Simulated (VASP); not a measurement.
# Cu (C2/m) in VASP: single point with r2SCAN

Aim: the single point of Cu with r2SCAN.

Everything below comes from runs of VASP 6.6.1. Logs are shortened: lines on timing, memory, paths and dates and some standing lists are left out, and cuts for length are marked.

**1. The cell of the first run**

The typed cell holds 2 atoms: a = 2.463 Å, b = 2.463 Å, c = 3.985 Å, α = 87.42°, β = 87.42°, γ = 72.00°.

**2. Single point, r2SCAN**

POSCAR reads:

```
Cu
1.0
    1.4476911073     -1.4476911073     -1.3693140256
    1.4476911073      1.4476911073     -1.3693140256
    2.8953822146      0.0000000000      2.7386280511
Cu
2
Direct
   -0.0006163679     -0.0006205248     -0.0000005435
    0.5006163679      0.5006205248      0.5000005435
```

INCAR.step1 reads:

```
SYSTEM = Cu
ALGO = Normal
EDIFF = 1E-4
ENCUT = 520
GGA = PE
ISMEAR = 0
LASPH = .True.
LCHARG = .False.
LREAL = .False.
LWAVE = .True.
NBANDS = 18
NELM = 60
PREC = Accurate
SIGMA = 0.15
```

INCAR.step2 reads:

```
SYSTEM = Cu
ALGO = Normal
EDIFF = 1E-6
ENCUT = 520
ISIF = 2
ISMEAR = 0
ISTART = 1
LASPH = .True.
LCHARG = .True.
LELF = .True.
LMIXTAU = .True.
LREAL = .False.
LVHAR = .True.
LWAVE = .False.
METAGGA = R2SCAN
NBANDS = 18
NELM = 60
PREC = Accurate
SIGMA = 0.15
```

KPOINTS reads:

```
k-points
0
Gamma
  14 14 8
  0 0 0
```

Potentials or basis: VASP PAW PBE potentials, release 64 (Cu).

The run is started by

```console
> cat potpaw_PBE.64/Cu/POTCAR > POTCAR
> cp INCAR.step1 INCAR
> mpirun -np 1 vasp_std > vasp.out
> cp INCAR.step2 INCAR
> mpirun -np 1 vasp_std > vasp.out
```

OUTCAR:

```text
SYSTEM = Cu
   EDIFF = 1E-6
   ENCUT = 520
   ISIF = 2
   ISMEAR = 0
   ISTART = 1
   LASPH = .True.
   LREAL = .False.
   METAGGA = R2SCAN
   NELM = 60
   PREC = Accurate

 ion  position               nearest neighbor table
   1  0.999  0.999  1.000-   2 2.46   2 2.46   2 2.46   2 2.46   2 2.74   2 2.74
   2  0.501  0.501  0.500-   1 2.46   1 2.46   1 2.46   1 2.46   1 2.74   1 2.74

  LATTYP: Found a base centered monoclinic cell.
 ALAT       =     3.9853885346
 B/A-ratio  =     0.7264993587
 C/A-ratio  =     1.0000000000
 COS(beta)  =    -0.0556026365

  Lattice vectors:

 A1 = (  -1.4476911073,   1.4476911073,   1.3693140256)
 A2 = (  -1.4476911073,  -1.4476911073,   1.3693140256)
 A3 = (   2.8953822146,   0.0000000000,   2.7386280511)

Analysis of symmetry for initial positions (statically):
=====================================================================
 Subroutine PRICEL returns:
 Original cell was already a primitive cell.

 Routine SETGRP: Setting up the symmetry group for a
 base centered monoclinic supercell.

 Subroutine GETGRP returns: Found  4 space group operations
 (whereof  2 operations were pure point group operations)
 out of a pool of  4 trial point group operations.

The static configuration has the point symmetry C_1h.
 The point group associated with its full space group is C_2h.

Analysis of symmetry for dynamics (positions and initial velocities):
=====================================================================
 Subroutine PRICEL returns:
 Original cell was already a primitive cell.

 Routine SETGRP: Setting up the symmetry group for a
 base centered monoclinic supercell.

 Subroutine GETGRP returns: Found  4 space group operations
 (whereof  2 operations were pure point group operations)
 out of a pool of  4 trial point group operations.

The dynamic configuration has the point symmetry C_1h.
 The point group associated with its full space group is C_2h.

 Subroutine INISYM returns: Found  4 space group operations
 (whereof  2 operations are pure point group operations),
 and found     1 'primitive' translations

----------------------------------------------------------------------------------------

                                     Primitive cell

  volume of cell :      22.9586

  direct lattice vectors                    reciprocal lattice vectors
     1.447691107 -1.447691107 -1.369314026     0.172688772 -0.345377545 -0.182573168
     1.447691107  1.447691107 -1.369314026     0.172688772  0.345377545 -0.182573168
[... 79 lines left out ...]
   ISPIN  =      1    spin polarized calculation?
   LNONCOLLINEAR =      F non collinear calculations
   LSORBIT =      F    spin-orbit coupling
   LASPH  =      T    aspherical Exc in radial PAW
   ENCUT  =  520.0 eV  38.22 Ry    6.18 a.u.   4.58  4.58  7.41*2*pi/ulx,y,z
   NELM   =     60;   NELMIN=  2; NELMDL=  0     # of ELM steps
   EDIFF  = 0.1E-05   stopping-criterion for ELM
   LREAL  =      F    real-space projection
   EDIFFG = 0.1E-04   stopping-criterion for IOM
   NSW    =      0    number of steps for IOM
   IBRION =     -1    ionic relax: 0-MD 1-quasi-New 2-CG
   NFREE  =      0    steps in history (QN), initial steepest desc. (CG)
   ISIF   =      2    stress and relaxation
   ISYM   =      2    0-nonsym 1-usesym 2-fastsym
   POTIM  = 0.5000    time-step for ionic-motion
   TEBEG  =    0.0;   TEEND  =   0.0 temperature during run
   PSTRESS=    0.0 pullay stress
   NELECT =      22.0000    total number of electrons
   NUPDOWN=      -1.0000    fix difference up-down
   EMIN   =  10.00;   EMAX   =-10.00  energy-range for DOS
   EFERMI =   0.00;   METHOD = LEGACY
   ISMEAR =     0;   SIGMA  =   0.15  broadening in eV -4-tet -1-fermi 0-gaus
   EFERMI_NEDOS =   21; number of points for ismear=-14 and -15
   IALGO  =     38    algorithm
   IMIX   =      4    mixing-type and parameters
     AMIX     =   0.40;   BMIX     =  1.00
     AMIX_MAG =   1.60;   BMIX_MAG =  1.00
  volume/ion in A,a.u.               =      11.48        77.47
  Fermi-wavevector in a.u.,A,eV,Ry     =   1.613990  3.049998 35.442672  2.604963
  Thomas-Fermi vector in A             =   2.708971
   LORBIT       =      0    0 simple, 1 ext, 2 COOP (PROOUT), +10 PAW based schemes
   METAGGA = R2SCAN    functional components
   LHFCALC =     F    Hartree Fock is set to
   AEXX    =    0.0000 exact exchange contribution
   IVDW    =     0    specifies the selected vdW correction
   LEPSILON=     F    determine dielectric tensor
   LRPA    =     F    only Hartree local field effects (RPA)
 non-spin polarized calculation
 Gauss-broadening in eV      SIGMA  =   0.15
  energy-cutoff  :      520.00
  volume of cell :       22.96
 maximum number of plane-waves:       634
   NGX =  9   NGY =  9   NGZ = 15

 number of electron      22.0000017 magnetization

 Free energy of the ion-electron system (eV)
  ---------------------------------------------------
  ext. energy  EPLUGINS =         0.00000000
  ---------------------------------------------------
  free energy    TOTEN  =       -21.57891672 eV

  energy without entropy =      -21.56953708  energy(sigma->0) =      -21.57422690

 E-fermi :   7.7659     XC(G=0): -13.9409

 val. band max:        7.7628896577   @ k =   0.4286   0.3571   0.3750
 cond. band min:       7.7689188042   @ k =  -0.1429   0.5000   0.1250
 fundamental gap:      0.0060291464
 Fermi energy:         7.7658869838

 k-point     1 :       0.0000    0.0000    0.0000
  band No.  band energies     occupation
      1      -2.1396      2.00000
      2       2.4051      2.00000
      3       3.5905      2.00000
      4       4.2994      2.00000
      5       4.5289      2.00000
      6       4.5292      2.00000
[... 481 lines left out ...]
      5       4.1066      2.00000
      6       4.2209      2.00000
[... 10 lines left out ...]
     17      27.3283      0.00000
     18      27.7122      0.00000

 [... further k-points ...]
[... 5 lines left out ...]
  --------------------------------------------------------------------------------------
  -------------------------------------------------------------------------------------
  Total        0.0973889      0.1444800      0.1248232      0.0000000      0.0000000      0.0002088
  in kB        6.7963435     10.0826225      8.7108568      0.0000000      0.0000000      0.0145710
  external PRESSURE =       8.5299410 kB  Pullay stress =       0.0000000 kB

 VOLUME and BASIS-vectors are now :
 -----------------------------------------------------------------------------
  energy-cutoff  :      520.00
  volume of cell :       22.96
      direct lattice vectors                 reciprocal lattice vectors
     1.447691107 -1.447691107 -1.369314026     0.172688772 -0.345377545 -0.182573168
     1.447691107  1.447691107 -1.369314026     0.172688772  0.345377545 -0.182573168
     2.895382215  0.000000000  2.738628051     0.172688772  0.000000000  0.182573168

 POSITION                                       TOTAL-FORCE (eV/Angst)
 -----------------------------------------------------------------------------------
      5.78897     -0.00001      0.00169        -0.000076      0.000000      0.000452
      2.89717      0.00001     -0.00169         0.000076      0.000000     -0.000452
 -----------------------------------------------------------------------------------
    total drift:                               -0.000499      0.000185      0.000347

  FREE ENERGIE OF THE ION-ELECTRON SYSTEM (eV)
  ---------------------------------------------------
  free  energy   TOTEN  =       -21.5789167222 eV

  energy  without entropy=      -21.5695370766  energy(sigma->0) =      -21.57422690
```

OUTCAR.step1:

```text
SYSTEM = Cu
   EDIFF = 1E-4
   ENCUT = 520
   GGA = PE
   ISMEAR = 0
   LASPH = .True.
   LREAL = .False.
[... 729 lines left out ...]
      5.78897     -0.00001      0.00169         0.000790     -0.000000     -0.000893
      2.89717      0.00001     -0.00169        -0.000790      0.000000      0.000893
 -----------------------------------------------------------------------------------
    total drift:                               -0.000507      0.000178      0.000361

  FREE ENERGIE OF THE ION-ELECTRON SYSTEM (eV)
  ---------------------------------------------------
  free  energy   TOTEN  =        -7.3560819876 eV

  energy  without entropy=       -7.3464669147  energy(sigma->0) =       -7.35127445
```

OSZICAR.step1:

```text
N       E                     dE             d eps       ncg     rms          rms(c)
DAV:   1     0.120930522950E+03    0.12093E+03   -0.10732E+04 17156   0.221E+03
DAV:   2    -0.298246507737E+01   -0.12391E+03   -0.11752E+03 15476   0.288E+02
DAV:   3    -0.911285982685E+01   -0.61304E+01   -0.59115E+01 17190   0.866E+01
DAV:   4    -0.917932779066E+01   -0.66468E-01   -0.66423E-01 18160   0.962E+00
DAV:   5    -0.918022899051E+01   -0.90120E-03   -0.90117E-03 18532   0.971E-01    0.108E+01
DAV:   6    -0.802447667729E+01    0.11558E+01   -0.11063E+01 16442   0.943E+01    0.521E+00
DAV:   7    -0.738304075196E+01    0.64144E+00   -0.21482E+00 16530   0.385E+01    0.860E-01
DAV:   8    -0.735893629430E+01    0.24104E-01   -0.12853E-02 19096   0.124E+00    0.394E-01
DAV:   9    -0.735605727873E+01    0.28790E-02   -0.42257E-03 18000   0.182E+00    0.335E-02
DAV:  10    -0.735608198759E+01   -0.24709E-04   -0.18023E-04 13928   0.202E-01
   1 F= -.73560820E+01 E0= -.73512745E+01  d E =-.961507E-02
```

It took 3.1 min on 1 thread of Intel Xeon 6975P-C (Granite Rapids), shared host; peak memory 0.25 GiB.

Results:

```
Free energy            : -21.5789 eV
Pressure               : 0.9 GPa
Band gap on the k mesh : zero (bands 11 and 12 overlap by 6.55 eV)
```

Stress tensor (GPa, compression positive):
```
0.68 0.00 0.00
0.00 1.01 0.00
0.00 0.00 0.87
```

Levels at points of the mesh, in eV from the Fermi level:
```
           k point  band 7  band 8  band 9  band 10  band 11  band 12  band 13  band 14  band 15  band 16
(0.00, 0.00, 0.00)   -2.41   -2.30   -2.17    -2.05    -1.48    -0.53     4.96    18.03    18.29    22.03
(0.50, 0.00, 0.00)   -2.38   -2.36   -2.15    -2.15     0.24     0.25     9.05     9.07    10.38    10.40
(0.50, 0.50, 0.00)   -1.68   -1.68   -1.61    -1.48    -0.54     4.96     8.05     8.05    10.33    13.60
(0.00, 0.00, 0.50)   -2.49   -2.48   -2.37    -2.37    -2.25    -2.24    14.80    14.80    20.98    20.99
(0.50, 0.00, 0.50)   -2.22   -2.05   -1.51    -1.48    -0.99    -0.54     4.32     4.96    18.03    18.29
(0.50, 0.50, 0.50)   -2.58   -2.58   -1.56    -1.56     3.61     3.63     6.06     6.08    11.74    11.74
```

Caveat: the PAW data sets were made with another functional, which shifts forces and pressure a little.
